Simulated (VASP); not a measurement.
# Nb (Im-3m) in VASP: further runs

Nb is run at these levels: PBE; tasks: single point.

All numbers are computed with VASP 6.6.1; they aren't measurements. Logs are shortened: lines on timing, memory, paths and dates and some standing lists are left out, and cuts for length are marked.

## (1) The cell of the first run

It takes space group Im-3m (No. 229, cubic). The conventional cell has a = 3.301 Å, b = 3.301 Å, c = 3.301 Å, α = 90.00°, β = 90.00°, γ = 90.00°. Nb (site symmetry m-3m) has 14 Nb at 2.86 to 3.30 Å within 3.8 Å.

## (2) Single point, PBE

File INCAR:

```
SYSTEM = Nb
ALGO = Normal
EDIFF = 1E-6
ENCUT = 520
GGA = PE
ISIF = 2
ISMEAR = 0
LASPH = .True.
LCHARG = .True.
LELF = .True.
LREAL = .False.
LVHAR = .True.
LWAVE = .False.
NBANDS = 12
NELM = 80
PREC = Accurate
SIGMA = 0.1
```

File KPOINTS:

```
k-points
0
Gamma
  11 11 11
  0 0 0
```

File POSCAR:

```
Nb
1.0
   -1.6506000000      1.6506000000      1.6506000000
    1.6506000000     -1.6506000000      1.6506000000
    1.6506000000      1.6506000000     -1.6506000000
Nb
1
Direct
    0.0000000000      0.0000000000      0.0000000000
```

Potentials or basis: VASP PAW PBE potentials, release 64 (Nb_sv).

Command:

```console
$ cat potpaw_PBE.64/Nb_sv/POTCAR > POTCAR
$ mpirun -np 1 vasp_std > vasp.out
```

OUTCAR:

```text
SYSTEM = Nb
   EDIFF = 1E-6
   ENCUT = 520
   GGA = PE
   ISIF = 2
   ISMEAR = 0
   LASPH = .True.
   LREAL = .False.
   NELM = 80
   PREC = Accurate

 ion  position               nearest neighbor table
   1  0.000  0.000  0.000-

  LATTYP: Found a body centered cubic cell.
 ALAT       =     3.3012000000

  Lattice vectors:

 A1 = (  -1.6506000000,   1.6506000000,   1.6506000000)
 A2 = (   1.6506000000,  -1.6506000000,   1.6506000000)
 A3 = (   1.6506000000,   1.6506000000,  -1.6506000000)

Analysis of symmetry for initial positions (statically):
=====================================================================
 Subroutine PRICEL returns:
 Original cell was already a primitive cell.

 Routine SETGRP: Setting up the symmetry group for a
 body centered cubic supercell.

 Subroutine GETGRP returns: Found 48 space group operations
 (whereof 48 operations were pure point group operations)
 out of a pool of 48 trial point group operations.

The static configuration has the point symmetry O_h .

Analysis of symmetry for dynamics (positions and initial velocities):
=====================================================================
 Subroutine PRICEL returns:
 Original cell was already a primitive cell.

 Routine SETGRP: Setting up the symmetry group for a
 body centered cubic supercell.

 Subroutine GETGRP returns: Found 48 space group operations
 (whereof 48 operations were pure point group operations)
 out of a pool of 48 trial point group operations.

The dynamic configuration has the point symmetry O_h .

 Subroutine INISYM returns: Found 48 space group operations
 (whereof 48 operations are pure point group operations),
 and found     1 'primitive' translations

----------------------------------------------------------------------------------------

                                     Primitive cell

  volume of cell :      17.9881

  direct lattice vectors                    reciprocal lattice vectors
    -1.650600000  1.650600000  1.650600000     0.000000000  0.302920150  0.302920150
     1.650600000 -1.650600000  1.650600000     0.302920150  0.000000000  0.302920150
     1.650600000  1.650600000 -1.650600000     0.302920150  0.302920150  0.000000000

  length of vectors
     2.858923063  2.858923063  2.858923063     0.428393785  0.428393785  0.428393785

  position of ions in fractional coordinates (direct lattice)
     0.000000000  0.000000000  0.000000000

  ion indices of the primitive-cell ions
   primitive index   ion index
                 1           1

----------------------------------------------------------------------------------------

 KPOINTS: k-points

Automatic generation of k-mesh.
 Grid dimensions read from file:
 generate k-points for:   11   11   11

 Generating k-lattice:

  Cartesian coordinates                     Fractional coordinates (reciprocal lattice)
     0.000000000  0.027538195  0.027538195     0.090909091  0.000000000  0.000000000
     0.027538195  0.000000000  0.027538195     0.000000000  0.090909091  0.000000000
     0.027538195  0.027538195  0.000000000     0.000000000  0.000000000  0.090909091

  Length of vectors
     0.038944890  0.038944890  0.038944890

  Shift w.r.t. Gamma in fractional coordinates (k-lattice)
     0.000000000  0.000000000  0.000000000

 Subroutine IBZKPT returns following result:
 ===========================================

 Found     56 irreducible k-points:

 Following reciprocal coordinates:
            Coordinates               Weight
  0.000000  0.000000  0.000000      1.000000
  0.090909  0.000000  0.000000     12.000000
  0.181818  0.000000  0.000000     12.000000
  0.272727  0.000000  0.000000     12.000000
  0.363636  0.000000  0.000000     12.000000
  0.454545  0.000000  0.000000     12.000000
[... 16 lines left out ...]
  0.272727  0.181818  0.090909     48.000000
  0.363636  0.181818  0.090909     24.000000
 [... further k-points ...]
   k-points           NKPTS =     56   k-points in BZ     NKDIM =     56   number of bands    NBANDS=     12
   number of dos      NEDOS =    301   number of ions     NIONS =      1
   total plane-waves  NPLWV =  13824
   dimension x,y,z NGX =    24 NGY =   24 NGZ =   24
   dimension x,y,z NGXF=    48 NGYF=   48 NGZF=   48
   ions per type =               1
   NGX,Y,Z   is equivalent  to a cutoff of  13.96, 13.96, 13.96 a.u.
   NGXF,Y,Z  is equivalent  to a cutoff of  27.91, 27.91, 27.91 a.u.
 SYSTEM =  Nb
   PREC   = accura    normal or accurate (medium, high low for compatibility)
   ISTART =      0    job   : 0-new  1-cont  2-samecut
   ICHARG =      2    charge: 1-file 2-atom 10-const
   ISPIN  =      1    spin polarized calculation?
   LNONCOLLINEAR =      F non collinear calculations
   LSORBIT =      F    spin-orbit coupling
   LASPH  =      T    aspherical Exc in radial PAW
   ENCUT  =  520.0 eV  38.22 Ry    6.18 a.u.   5.32  5.32  5.32*2*pi/ulx,y,z
   NELM   =     80;   NELMIN=  2; NELMDL= -5     # of ELM steps
   EDIFF  = 0.1E-05   stopping-criterion for ELM
   LREAL  =      F    real-space projection
   EDIFFG = 0.1E-04   stopping-criterion for IOM
   NSW    =      0    number of steps for IOM
   IBRION =     -1    ionic relax: 0-MD 1-quasi-New 2-CG
   NFREE  =      0    steps in history (QN), initial steepest desc. (CG)
   ISIF   =      2    stress and relaxation
   ISYM   =      2    0-nonsym 1-usesym 2-fastsym
   POTIM  = 0.5000    time-step for ionic-motion
   TEBEG  =    0.0;   TEEND  =   0.0 temperature during run
   PSTRESS=    0.0 pullay stress
   NELECT =      13.0000    total number of electrons
   NUPDOWN=      -1.0000    fix difference up-down
   EMIN   =  10.00;   EMAX   =-10.00  energy-range for DOS
   EFERMI =   0.00;   METHOD = LEGACY
   ISMEAR =     0;   SIGMA  =   0.10  broadening in eV -4-tet -1-fermi 0-gaus
   EFERMI_NEDOS =   21; number of points for ismear=-14 and -15
   IALGO  =     38    algorithm
   IMIX   =      4    mixing-type and parameters
     AMIX     =   0.40;   BMIX     =  1.00
     AMIX_MAG =   1.60;   BMIX_MAG =  1.00
  volume/ion in A,a.u.               =      17.99       121.39
  Fermi-wavevector in a.u.,A,eV,Ry     =   1.469132  2.776257 29.366113  2.158348
  Thomas-Fermi vector in A             =   2.584546
   LORBIT       =      0    0 simple, 1 ext, 2 COOP (PROOUT), +10 PAW based schemes
   GGA     = PE    functional components
   LHFCALC =     F    Hartree Fock is set to
   AEXX    =    0.0000 exact exchange contribution
   IVDW    =     0    specifies the selected vdW correction
   LEPSILON=     F    determine dielectric tensor
   LRPA    =     F    only Hartree local field effects (RPA)
 non-spin polarized calculation
 Gauss-broadening in eV      SIGMA  =   0.10
  energy-cutoff  :      520.00
  volume of cell :       17.99
 maximum number of plane-waves:       494
 NGX is ok and might be reduce to    24
   NGX = 11   NGY = 11   NGZ = 11

 number of electron      13.0000000 magnetization

 Free energy of the ion-electron system (eV)
  ---------------------------------------------------
  ext. energy  EPLUGINS =         0.00000000
  ---------------------------------------------------
  free energy    TOTEN  =       -10.21131877 eV

  energy without entropy =      -10.20179193  energy(sigma->0) =      -10.20655535

 E-fermi :  11.1474     XC(G=0): -12.5088

 val. band max:       11.1335444487   @ k =   0.2727   0.0000   0.0000
 cond. band min:      11.1922781489   @ k =   0.0909   0.0909   0.0000
 fundamental gap:      0.0587337002
 Fermi energy:        11.1473900464

 k-point     1 :       0.0000    0.0000    0.0000
  band No.  band energies     occupation
      1     -43.1826      2.00000
      2     -18.4757      2.00000
      3     -18.4757      2.00000
      4     -18.4757      2.00000
      5       5.2461      2.00000
      6      11.5563      0.00000
      7      11.5563      0.00000
      8      11.5563      0.00000
      9      14.4704      0.00000
     10      14.4704      0.00000
     11      25.4198      0.00000
     12      25.4198      0.00000

 k-point     2 :       0.0909    0.0000    0.0000
  band No.  band energies     occupation
      1     -43.1635      2.00000
      2     -18.5920      2.00000
      3     -18.5111      2.00000
      4     -18.4768      2.00000
      5       5.5834      2.00000
      6      11.3509      0.00399
      7      11.4987      0.00000
      8      11.8818      0.00000
      9      14.1790      0.00000
     10      14.4727      0.00000
     11      25.6842      0.00000
     12      26.0051      0.00000

 k-point     3 :       0.1818    0.0000    0.0000
  band No.  band energies     occupation
      1     -43.1117      2.00000
      2     -18.8959      2.00000
      3     -18.6047      2.00000
      4     -18.4794      2.00000
      5       6.4623      2.00000
      6      10.8504      1.99997
      7      11.2388      0.19619
      8      12.8252      0.00000
      9      13.8657      0.00000
     10      14.5189      0.00000
     11      26.0117      0.00000
     12      27.3656      0.00000
[... 286 lines left out ...]
 k-point    23 :       0.2727    0.1818    0.0909
  band No.  band energies     occupation
      1     -42.9369      2.00000
      2     -19.5942      2.00000
      3     -19.0041      2.00000
      4     -18.6931      2.00000
      5       8.8854      2.00000
      6       9.6728      2.00000
      7      10.9539      1.99378
      8      14.7381      0.00000
      9      15.2054      0.00000
     10      19.3653      0.00000
     11      22.7505      0.00000
     12      24.4735      0.00000

 k-point    24 :       0.3636    0.1818    0.0909
  band No.  band energies     occupation
      1     -42.9229      2.00000
      2     -19.5999      2.00000
      3     -19.0934      2.00000
      4     -18.7028      2.00000
      5       8.7924      2.00000
      6       9.6175      2.00000
      7      11.5186      0.00000
      8      14.8629      0.00000
      9      15.2716      0.00000
     10      20.2579      0.00000
     11      21.6762      0.00000
     12      23.9029      0.00000

 [... further k-points ...]
[... 5 lines left out ...]
  --------------------------------------------------------------------------------------
  -------------------------------------------------------------------------------------
  Total        0.2083435      0.2083435      0.2083435      0.0000000      0.0000000      0.0000000
  in kB       18.5568814     18.5568814     18.5568814      0.0000000      0.0000000      0.0000000
  external PRESSURE =      18.5568814 kB  Pullay stress =       0.0000000 kB

 VOLUME and BASIS-vectors are now :
 -----------------------------------------------------------------------------
  energy-cutoff  :      520.00
  volume of cell :       17.99
      direct lattice vectors                 reciprocal lattice vectors
    -1.650600000  1.650600000  1.650600000     0.000000000  0.302920150  0.302920150
     1.650600000 -1.650600000  1.650600000     0.302920150  0.000000000  0.302920150
     1.650600000  1.650600000 -1.650600000     0.302920150  0.302920150  0.000000000

 POSITION                                       TOTAL-FORCE (eV/Angst)
 -----------------------------------------------------------------------------------
      0.00000      0.00000      0.00000        -0.000000     -0.000000      0.000000
 -----------------------------------------------------------------------------------
    total drift:                                0.000000      0.000000     -0.000000

  FREE ENERGIE OF THE ION-ELECTRON SYSTEM (eV)
  ---------------------------------------------------
  free  energy   TOTEN  =       -10.2113187671 eV

  energy  without entropy=      -10.2017919322  energy(sigma->0) =      -10.20655535
```

Wall time 6.6 s (1 thread of Intel Xeon 6975P-C (Granite Rapids), shared host); peak memory 0.14 GiB.

Results:

```yaml
Free_energy: -10.2113 eV
Pressure: 1.9 GPa
```

## (3) Single point, PBE

File INCAR:

```
ALGO = Normal
EDIFF = 1E-6
ENCUT = 500
GGA = PE
GGA_COMPAT = F
ISIF = 2
ISMEAR = 0
LASPH = T
LCHARG = F
LREAL = F
LWAVE = F
NBANDS = 12
NELM = 120
PREC = Accurate
SIGMA = 0.1
```

File KPOINTS:

```
k-points
0
Gamma
  11 11 11
```

POSCAR is that of step 2.

Potentials or basis: VASP PAW PBE potentials, release 64 (Nb_sv).

Command:

```console
$ cat potpaw_PBE.64/Nb_sv/POTCAR > POTCAR
$ mpirun -np 1 vasp_std > vasp.out
```

OUTCAR:

```text
EDIFF = 1E-6
   ENCUT = 500
   GGA = PE
   ISIF = 2
   ISMEAR = 0
   LASPH = T
   LREAL = F
   NELM = 120
   PREC = Accurate

 ion  position               nearest neighbor table
   1  0.000  0.000  0.000-

  LATTYP: Found a body centered cubic cell.
 ALAT       =     3.3012000000

  Lattice vectors:

 A1 = (  -1.6506000000,   1.6506000000,   1.6506000000)
 A2 = (   1.6506000000,  -1.6506000000,   1.6506000000)
 A3 = (   1.6506000000,   1.6506000000,  -1.6506000000)

Analysis of symmetry for initial positions (statically):
=====================================================================
 Subroutine PRICEL returns:
 Original cell was already a primitive cell.

 Routine SETGRP: Setting up the symmetry group for a
 body centered cubic supercell.

 Subroutine GETGRP returns: Found 48 space group operations
 (whereof 48 operations were pure point group operations)
 out of a pool of 48 trial point group operations.

The static configuration has the point symmetry O_h .

Analysis of symmetry for dynamics (positions and initial velocities):
=====================================================================
[... 161 lines left out ...]
 fundamental gap:      0.0586876114
 Fermi energy:        11.1477454943

 k-point     1 :       0.0000    0.0000    0.0000
  band No.  band energies     occupation
      1     -43.1821      2.00000
      2     -18.4755      2.00000
      3     -18.4755      2.00000
      4     -18.4755      2.00000
      5       5.2469      2.00000
      6      11.5565      0.00000
      7      11.5565      0.00000
      8      11.5565      0.00000
      9      14.4705      0.00000
     10      14.4705      0.00000
     11      25.4199      0.00000
     12      25.4199      0.00000
[... 331 lines left out ...]
 k-point    24 :       0.3636    0.1818    0.0909
  band No.  band energies     occupation
      1     -42.9224      2.00000
      2     -19.5996      2.00000
      3     -19.0932      2.00000
      4     -18.7025      2.00000
      5       8.7928      2.00000
      6       9.6178      2.00000
      7      11.5188      0.00000
      8      14.8632      0.00000
      9      15.2719      0.00000
     10      20.2582      0.00000
     11      21.6776      0.00000
     12      23.9031      0.00000

 [... further k-points ...]
[... 5 lines left out ...]
  --------------------------------------------------------------------------------------
  -------------------------------------------------------------------------------------
  Total        0.2026727      0.2026727      0.2026727      0.0000000      0.0000000      0.0000000
  in kB       18.0517879     18.0517879     18.0517879      0.0000000      0.0000000      0.0000000
  external PRESSURE =      18.0517879 kB  Pullay stress =       0.0000000 kB

 VOLUME and BASIS-vectors are now :
 -----------------------------------------------------------------------------
  energy-cutoff  :      500.00
  volume of cell :       17.99
      direct lattice vectors                 reciprocal lattice vectors
    -1.650600000  1.650600000  1.650600000     0.000000000  0.302920150  0.302920150
     1.650600000 -1.650600000  1.650600000     0.302920150  0.000000000  0.302920150
     1.650600000  1.650600000 -1.650600000     0.302920150  0.302920150  0.000000000

 POSITION                                       TOTAL-FORCE (eV/Angst)
 -----------------------------------------------------------------------------------
      0.00000      0.00000      0.00000        -0.000000      0.000000     -0.000000
 -----------------------------------------------------------------------------------
    total drift:                                0.000000      0.000000     -0.000000

  FREE ENERGIE OF THE ION-ELECTRON SYSTEM (eV)
  ---------------------------------------------------
  free  energy   TOTEN  =       -10.2111718028 eV

  energy  without entropy=      -10.2016439809  energy(sigma->0) =      -10.20640789
```

OSZICAR:

```text
N       E                     dE             d eps       ncg     rms          rms(c)
DAV:   1     0.114406645289E+03    0.11441E+03   -0.71756E+03  1368   0.105E+03
DAV:   2    -0.602392647396E+01   -0.12043E+03   -0.11583E+03  1464   0.383E+02
DAV:   3    -0.103708860018E+02   -0.43470E+01   -0.41577E+01  1924   0.643E+01
DAV:   4    -0.106293648811E+02   -0.25848E+00   -0.25617E+00  1908   0.138E+01
DAV:   5    -0.106379686901E+02   -0.86038E-02   -0.86023E-02  1920   0.208E+00    0.715E+00
DAV:   6    -0.102489735759E+02    0.38900E+00   -0.59041E-01  2144   0.978E+00    0.251E+00
DAV:   7    -0.102054738344E+02    0.43500E-01   -0.18040E-01  2228   0.536E+00    0.964E-01
DAV:   8    -0.102111092367E+02   -0.56354E-02   -0.12373E-02  1576   0.146E+00    0.501E-02
DAV:   9    -0.102111617128E+02   -0.52476E-04   -0.10374E-03  2168   0.315E-01    0.419E-02
DAV:  10    -0.102111789359E+02   -0.17223E-04   -0.28516E-05  1576   0.692E-02    0.154E-02
DAV:  11    -0.102111720606E+02    0.68753E-05   -0.54925E-06  1740   0.398E-02    0.275E-03
DAV:  12    -0.102111718028E+02    0.25783E-06   -0.20291E-07   944   0.634E-03
   1 F= -.10211172E+02 E0= -.10206408E+02  d E =-.952782E-02
```

Wall time 12 s (1 thread of Intel Xeon 8259CL, shared host); peak memory 0.14 GiB.

What came out:

```yaml
Free_energy: -10.2112 eV
Pressure: 1.8 GPa
```

(Continued in part 2 of 2.)
